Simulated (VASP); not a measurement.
The system is ZnO.

```
Zn O
1.0
    -3.28491    3.28491    3.28491
     3.28491   -3.28491    3.28491
     3.28491    3.28491   -3.28491
Zn O
6 6
Direct
  0.12500 0.75000 0.87500
  0.62500 0.37500 0.25000
  0.75000 0.87500 0.12500
  0.87500 0.12500 0.75000
  0.37500 0.25000 0.62500
  0.25000 0.62500 0.37500
  0.75000 0.37500 0.62500
  0.12500 0.87500 0.25000
  0.25000 0.12500 0.87500
  0.37500 0.62500 0.75000
  0.87500 0.25000 0.12500
  0.62500 0.75000 0.37500
```

Base run:

```yaml
Program: VASP 6.6.1
Functional: r2SCAN
Potentials_or_basis: VASP PAW PBE potentials, release 64 (Zn, O)
Cutoff: 520 eV
k_mesh: 8 × 8 × 8
Occupations: gaussian, width 0.02 eV
Spin: no spin polarisation
```

Its results: band gap on the k mesh 0.88 eV; pressure -5.3 GPa.

The run is repeated on the same cell with these changes: functional from r2SCAN to PBE; further incar settings from ALGO = Normal; EDIFF = 1e-07; NBANDS = 66 to ALGO = Normal; EDIFF = 1e-06; NBANDS = 66. What comes out?

Band gap on the k mesh 0.43 eV; pressure 0.9 GPa.

Caveats: the cell stands under tension (at least some runs); the PAW data sets were made with another functional, which shifts forces and pressure a little (at least some runs).

A k mesh can miss the band edges.
